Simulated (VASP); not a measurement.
# YSe (Fm-3m) in VASP: vibrations by perturbation theory with LDA

Aim: the vibrations by perturbation theory of YSe with LDA.

All numbers are computed with VASP 6.6.1; they aren't measurements. Logs are shortened: lines on timing, memory, paths and dates and some standing lists are left out, and cuts for length are marked.

## 1. The cell of the first run

Symmetry: Fm-3m, No. 225, cubic system. Conventional cell: a = 5.703 Å, b = 5.703 Å, c = 5.703 Å, α = 90.00°, β = 90.00°, γ = 90.00°. Y (site symmetry m-3m) has 6 Se at 2.85 Å within 3.8 Å. Se (site symmetry m-3m) has 6 Y at 2.85 Å within 3.8 Å.

## 2. Vibrations by perturbation theory, LDA

Contents of INCAR:

```
PREC = Accurate
ENCUT = 520
EDIFF = 1E-8
ISMEAR = -1
SIGMA = 0.01
LREAL = F
LASPH = T
NELM = 100
ALGO = Normal
ISIF = 2
LWAVE = F
LCHARG = T
NBANDS = 16
IBRION = 8
NSW = 1
```

Contents of KPOINTS:

```
Automatic mesh
0
Gamma
  4 4 4
```

Contents of POSCAR:

```
YSe
1.0
    0.0000000000      2.8515000000      2.8515000000
    2.8515000000      0.0000000000      2.8515000000
    2.8515000000      2.8515000000      0.0000000000
Y Se
1 1
Direct
    0.5000000000      0.5000000000      0.5000000000
    0.0000000000      0.0000000000      0.0000000000
```

Potentials or basis: VASP PAW LDA potentials, release 64 (Y_sv, Se).

Started as:

```
> cat potpaw_LDA.64/Y_sv/POTCAR potpaw_LDA.64/Se/POTCAR > POTCAR
> mpirun -np 1 vasp_std > vasp.out
```

OUTCAR:

```text
PREC = Accurate
   ENCUT = 520
   EDIFF = 1E-8
   ISMEAR = -1
   LREAL = F
   LASPH = T
   NELM = 100
   ISIF = 2
   IBRION = 8
   NSW = 1

 ion  position               nearest neighbor table
   1  0.500  0.500  0.500-   2 2.85   2 2.85   2 2.85   2 2.85   2 2.85   2 2.85
   2  0.000  0.000  0.000-   1 2.85   1 2.85   1 2.85   1 2.85   1 2.85   1 2.85

  LATTYP: Found a face centered cubic cell.
 ALAT       =     5.7030000000

  Lattice vectors:

 A1 = (   0.0000000000,   2.8515000000,   2.8515000000)
 A2 = (   2.8515000000,   0.0000000000,   2.8515000000)
 A3 = (   2.8515000000,   2.8515000000,   0.0000000000)

Analysis of symmetry for initial positions (statically):
[... 33 lines left out ...]
                                     Primitive cell

  volume of cell :      46.3714

  direct lattice vectors                    reciprocal lattice vectors
     0.000000000  2.851500000  2.851500000    -0.175346309  0.175346309  0.175346309
     2.851500000  0.000000000  2.851500000     0.175346309 -0.175346309  0.175346309
     2.851500000  2.851500000  0.000000000     0.175346309  0.175346309 -0.175346309

  length of vectors
     4.032629973  4.032629973  4.032629973     0.303708716  0.303708716  0.303708716

  position of ions in fractional coordinates (direct lattice)
     0.500000000  0.500000000  0.500000000
     0.000000000  0.000000000  0.000000000

  ion indices of the primitive-cell ions
   primitive index   ion index
                 1           1
                 2           2

----------------------------------------------------------------------------------------

 KPOINTS: Automatic mesh

Automatic generation of k-mesh.
 Grid dimensions read from file:
 generate k-points for:    4    4    4

 Generating k-lattice:

  Cartesian coordinates                     Fractional coordinates (reciprocal lattice)
[... 258 lines left out ...]
  Total       -0.7459763     -0.7459763     -0.7459763      0.0000000      0.0000000     -0.0000000
  in kB      -25.7742167    -25.7742167    -25.7742167      0.0000000      0.0000000     -0.0000000
  external PRESSURE =     -25.7742167 kB  Pullay stress =       0.0000000 kB

 VOLUME and BASIS-vectors are now :
 -----------------------------------------------------------------------------
  energy-cutoff  :      520.00
  volume of cell :       46.37
      direct lattice vectors                 reciprocal lattice vectors
     0.000000000  2.851500000  2.851500000    -0.175346309  0.175346309  0.175346309
     2.851500000  0.000000000  2.851500000     0.175346309 -0.175346309  0.175346309
     2.851500000  2.851500000  0.000000000     0.175346309  0.175346309 -0.175346309

 POSITION                                       TOTAL-FORCE (eV/Angst)
 -----------------------------------------------------------------------------------
      2.85150      2.85150      2.85150         0.000000     -0.000000      0.000000
      0.00000      0.00000      0.00000        -0.000000      0.000000     -0.000000
 -----------------------------------------------------------------------------------
    total drift:                                0.000000     -0.000000      0.000000

  FREE ENERGIE OF THE ION-ELECTRON SYSTEM (eV)
  ---------------------------------------------------
  free  energy   TOTEN  =       -14.9333130373 eV

  energy  without entropy=      -14.9320139717  energy(sigma->0) =      -14.93266350

[... ionic steps 2 to 3 ...]

--------------------------------------- Ionic step        4  -------------------------------------------

------------------------ aborting loop because EDIFF is reached ----------------------------------------

[... ionic steps 5 to 6 ...]

--------------------------------------- Ionic step        7  -------------------------------------------

 Free energy of the ion-electron system (eV)
  ---------------------------------------------------
  ---------------------------------------------------
  free energy    TOTEN  =        -0.08456630 eV

  energy without entropy =       -0.08456630

------------------------ aborting loop because EDIFF is reached ----------------------------------------

 INTERNAL STRAIN TENSOR  FOR ION    2  DIRECTION 1   (eV/Angst):
 -----------------------------------------------------------------------------
    -0.00528  0.00000 -0.00000
    -0.00000  0.00011 -0.00000
     0.00000 -0.00000  0.00011

 INTERNAL STRAIN TENSOR FOR ION    2 for displacements in x,y,z  (eV/Angst):
          X           Y           Z          XY          YZ          ZX
  --------------------------------------------------------------------------------
  x     0.00000     0.00000     0.00000     0.00000     0.00000     0.00000
  y     0.00000     0.00000     0.00000     0.00000     0.00000     0.00000
  z     0.00000     0.00000     0.00000     0.00000     0.00000     0.00000

 SECOND DERIVATIVES (NOT SYMMETRIZED)
 ------------------------------------
               1X          1Y          1Z          2X          2Y          2Z
  1X    -6.750590    0.000000    0.000000    6.750590    0.000000    0.000000
  1Y     0.000000   -6.750590    0.000000    0.000000    6.750590    0.000000
  1Z     0.000000    0.000000   -6.750590    0.000000    0.000000    6.750590
  2X     6.516213    0.000000    0.000000   -6.516213    0.000000    0.000000
  2Y     0.000000    6.516213    0.000000    0.000000   -6.516213    0.000000
  2Z     0.000000    0.000000    6.516213    0.000000    0.000000   -6.516213

 Eigenvectors and eigenvalues of the dynamical matrix
 ----------------------------------------------------

   1 f  =    6.223299 THz    39.102138 2PiTHz  207.586895 cm-1    25.737483 meV
             X         Y         Z           dx          dy          dz
      2.851500  2.851500  2.851500    -0.692235   -0.000000   -0.000000
      0.000000  0.000000  0.000000     0.721672    0.000000   -0.000000
[... 21 lines left out ...]
   6 f/i=    0.054928 THz     0.345124 2PiTHz    1.832207 cm-1     0.227165 meV
             X         Y         Z           dx          dy          dz
      2.851500  2.851500  2.851500     0.707911    0.132616   -0.045667
      0.000000  0.000000  0.000000     0.679036    0.127207   -0.043804

--------------------------------------------------------------------------------------------------------

 ELASTIC MODULI CONTR FROM IONIC RELAXATION (kBar)
 Direction    XX          YY          ZZ          XY          YZ          ZX
 --------------------------------------------------------------------------------
 XX           0.0000      0.0000      0.0000      0.0000      0.0000      0.0000
 YY           0.0000      0.0000      0.0000      0.0000      0.0000      0.0000
 ZZ           0.0000      0.0000      0.0000      0.0000      0.0000      0.0000
 XY           0.0000      0.0000      0.0000      0.0000      0.0000      0.0000
 YZ           0.0000      0.0000      0.0000      0.0000      0.0000      0.0000
 ZX           0.0000      0.0000      0.0000      0.0000      0.0000      0.0000
 --------------------------------------------------------------------------------
```

It took 93 s on 1 thread of Intel Xeon Platinum 8259CL at 2.50GHz (Skylake/Cascade Lake), shared host; peak memory 0.19 GiB.

Results:

| Item | Value |
| --- | --- |
| Highest phonon frequency at Γ, LO-TO splitting left out | 208 cm⁻¹ |

Phonon frequencies in cm⁻¹ (negative: imaginary):
```csv
q point,frequencies
"(0.000, 0.000, 0.000)",-2 -2 -2 208 208 208
```

Caveat: the k points lie up to 0.48 Å⁻¹ apart; the cell wasn't relaxed at this level first, which shifts response properties.
